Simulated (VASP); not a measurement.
Input of a VASP 6.6.1 run:

The input INCAR:

```
SYSTEM = Li
PREC = Accurate ; ENCUT = 600
EDIFF = 1E-6 ; ISMEAR = -1
SIGMA = 0.1 ; LREAL = .False.
LASPH = .True. ; NELM = 100
ALGO = Normal ; ISIF = 3
LWAVE = .False. ; LCHARG = .False.
GGA = RE ; IBRION = 2
NSW = 80 ; EDIFFG = -0.01
```

The input KPOINTS:

```
Automatic mesh
0
Gamma
  7 7 10
  0 0 0
```

File POSCAR:

```
Li
1.0
    4.9612054717      0.0000000000      0.0000000000
   -2.4806027358      4.2965299719      0.0000000000
    0.0000000000      0.0000000000      3.0412189541
Li
3
Direct
    0.0000000000      0.0000000000      0.0000000000
    0.3333333333      0.6666666667      0.5000000000
    0.6666666667      0.3333333333      0.5000000000
```

Potentials or basis: VASP PAW PBE potentials, release 64 (Li_sv).

Run with:

```sh
$ cat potpaw_PBE.64/Li_sv/POTCAR > POTCAR
$ mpirun -np 1 vasp_std > vasp.out
```

Predict the band gap on the k mesh.

zero (an odd number of electrons rules out a gap without spin polarisation).

Predict the space group after relaxing (to 0.1 Å).

P6/mmm (No. 191).

What does it give for the relaxed cell?

a = 4.972 Å, b = 4.972 Å, c = 2.918 Å, α = 90.00°, β = 90.00°, γ = 120.00°.

Final structure:
```yaml
crystal:
  lattice:
    - [4.97235, 0.00000, 0.00000]
    - [-2.48618, 4.30618, 0.00000]
    - [0.00000, 0.00000, 2.91757]
  atoms:
    - { symbol: Li, position: [0.00000, 0.00000, 0.00000] }
    - { symbol: Li, position: [0.33333, 0.66667, 0.50000] }
    - { symbol: Li, position: [0.66667, 0.33333, 0.50000] }
```
